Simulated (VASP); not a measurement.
## WC (Qusongite): single point with PBE

The system is WC (Qusongite).

```
W C
1.0
     2.90650    0.00000    0.00000
    -1.45325    2.51710    0.00000
     0.00000    0.00000    2.83660
W C
1 1
Direct
  0.00000 0.00000 0.00000
  0.66667 0.33333 0.50000
```

| Quantity | Value |
| --- | --- |
| Program | VASP 6.6.1 |
| Task | single point |
| Functional | PBE |
| Potentials or basis | VASP PAW PBE potentials, release 64 (W_sv, C) |
| Cutoff | 600 eV |
| k mesh | 7 × 7 × 6 |
| Occupations | methfessel-paxton, width 0.02 eV |
| Spin | no spin polarisation |

The pressure is 6.9 GPa. The band gap on the k mesh is zero (band 9 reaches 11.40 eV, above the bottom of band 10 at 10.50 eV).

Stress tensor (GPa, compression positive):
```
7.05 0.00 0.00
0.00 7.05 0.00
0.00 0.00 6.62
```

Levels at points of the mesh, in eV from the Fermi level:
| k point | band 7 | band 8 | band 9 | band 10 | band 11 | band 12 |
| --- | --- | --- | --- | --- | --- | --- |
| (0.00, 0.00, 0.00) | -3.43 | -3.43 | -0.02 | 3.12 | 3.12 | 5.52 |
| (0.00, 0.00, 0.50) | -2.13 | -2.13 | -0.68 | -0.68 | 3.56 | 4.41 |

Wall time 7.4 s on 1 thread of Intel Xeon 6975P-C (shared host), peak memory 0.14 GiB.

Caveat: the k points lie up to 0.37 Å⁻¹ apart; spin-orbit coupling is left out, which moves the levels of the heavy elements.
